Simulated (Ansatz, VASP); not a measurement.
## Two plane-wave programs on MgO3

```
Mg O
1.0
     2.80116    0.00000    0.00000
     0.00000    6.60364    0.00000
     0.00000    0.00000    5.25559
Mg O
1 3
Direct
  0.00000 0.00000 0.00000
  0.50000 0.00000 0.73881
  0.00000 0.00000 0.50000
  0.50000 0.00000 0.26119
```

Change from the starting cell: species swapped into the Sn3Pb type (Pmmm, No. 47).

Alike in both runs: functional PBE; k mesh 12 × 8 × 8; occupations gaussian, width 0.01 eV; no spin polarisation.

Ansatz relaxed the structure, and its values are those at the end. VASP's run is a single point on that final structure, the one shown.

```csv
,VASP,Ansatz
version,VASP 6.6.1,Ansatz 0.2.0
potentials or method,"VASP PAW PBE potentials, release 64 (Mg, O), cutoff 520 eV","scalar-relativistic, plane waves, PAW"
valence electrons in the cell,20,28
```

Ansatz gave:

```
gap on the k mesh at the Fermi level (eV) : none
rms of the force components (eV/Å)        : 0.000
```

Q: Estimate VASP's values.

A: gap on the k mesh at the Fermi level (eV): none; rms of the force components (eV/Å): 0.006.

A gap of «none» marks a metal or a gap that the smearing closes. VASP's potentials hold 20 valence electrons a cell and Ansatz's 28, so a difference there can come from the potentials and not from the codes. Ansatz's warnings: xc potential rough in thin density.
